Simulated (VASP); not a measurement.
Wanted: the native input for a VASP 6.6.1 run.

```yaml
Task: single point
Functional: PBE
Potentials_or_basis: VASP PAW PBE potentials, release 64 (Cu, S)
Cutoff: 520 eV
k_mesh: 4 × 4 × 6
Occupations: gaussian, width 0.1 eV
Spin: collinear spin
Starting_moments: "[1.0, 0.0, 0.0, 0.0] μB"
Dipole_correction: no
Further_INCAR_settings: ALGO = Normal; EDIFF = 1e-07; NBANDS = 26
```

The structure of CuS3 lies in POSCAR:

```
CuS3
1.0
    4.7139196594      0.0000000000      0.0000000000
    0.0000000000      4.7139196594      0.0000000000
    0.0000000000      0.0000000000      2.8590332247
Cu S
1 3
Direct
    0.5000000000      0.5000000000      0.5000000000
    0.0000000000      0.5000000000      0.0000000000
    0.5000000000      0.0000000000      0.0000000000
    0.0000000000      0.0000000000      0.0000000000
```

The cell was built from a structure type or drawn by symmetry, and may not be a known phase.

One way to write it, as run:

INCAR

```
SYSTEM = CuS3
PREC = Accurate
ENCUT = 520
EDIFF = 1E-7
ISMEAR = 0
SIGMA = 0.1
LREAL = .FALSE.
LASPH = .TRUE.
NELM = 150
ALGO = Normal
ISIF = 2
LWAVE = .FALSE.
LCHARG = .TRUE.
ISPIN = 2
MAGMOM = 1 0 0 0
LORBIT = 11
LMAXMIX = 4
GGA = PE
LELF = .TRUE.
LVHAR = .TRUE.
NBANDS = 26
```

KPOINTS

```
Automatic mesh
0
G
  4 4 6
  0 0 0
```

Potentials or basis: VASP PAW PBE potentials, release 64 (Cu, S).

Command:

```console
$ cat potpaw_PBE.64/Cu/POTCAR potpaw_PBE.64/S/POTCAR > POTCAR
$ mpirun -np 1 vasp_std > vasp.out
```

Results of the run:

```yaml
Pressure: -0.1 GPa
Net_moment: 0.00 μB per cell
Valence_electrons_inside_the_program's_atomic_spheres: Cu 9.72; S 3.56, 3.54 (each value once)
```

Caveat: the k points lie up to 0.37 Å⁻¹ apart.

Wall time 69 s on 1 thread of AMD EPYC 9R45 96-Core Processor (Zen 5), with other jobs on the host, peak memory 0.2 GiB.
